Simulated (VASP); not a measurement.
CoO, 2 atoms in the cell. Symmetry: Fm-3m, No. 225, cubic system. The conventional cell has a = 4.263 Å, b = 4.263 Å, c = 4.263 Å, α = 90.00°, β = 90.00°, γ = 90.00°. Within 2.8 Å of Co (site symmetry m-3m) lie 6 O at 2.13 Å. O (site symmetry m-3m) has 6 Co at 2.13 Å within 2.8 Å. 

| Quantity | Value |
| --- | --- |
| Program | VASP 6.6.1 |
| Task | single point |
| Functional | PBE |
| Potentials or basis | VASP PAW PBE potentials, release 64 (Co_sv, O) |
| Cutoff | 600 eV |
| k mesh | 6 × 6 × 6 |
| Occupations | gaussian, width 0.05 eV |
| Spin | collinear spin, ferromagnetic start |
| Starting moments | [3.0, 0.0] μB |
| Hubbard terms | Co d U = 3.3 eV |
| Dipole correction | no |
| Second run | valence_matched |
| Further INCAR settings | ALGO = Normal; EDIFF = 1e-06; NBANDS = 22 |

Potentials or basis: VASP PAW PBE potentials, release 64 (Co_sv, O).

Run with:

```console
$ cat potpaw_PBE.64/Co_sv/POTCAR potpaw_PBE.64/O/POTCAR > POTCAR
$ mpirun -np 1 vasp_std > vasp.out
```

Hardware: 1 thread of AMD EPYC 7R43 64-Core Processor (Zen 3), with other jobs on the host.

How long does it take, and how much memory?

Wall time 18 s on 1 thread of AMD EPYC 7R43 64-Core Processor (Zen 3), on a shared host, peak memory 0.12 GiB. Counts: scf iterations 15, k points 16.
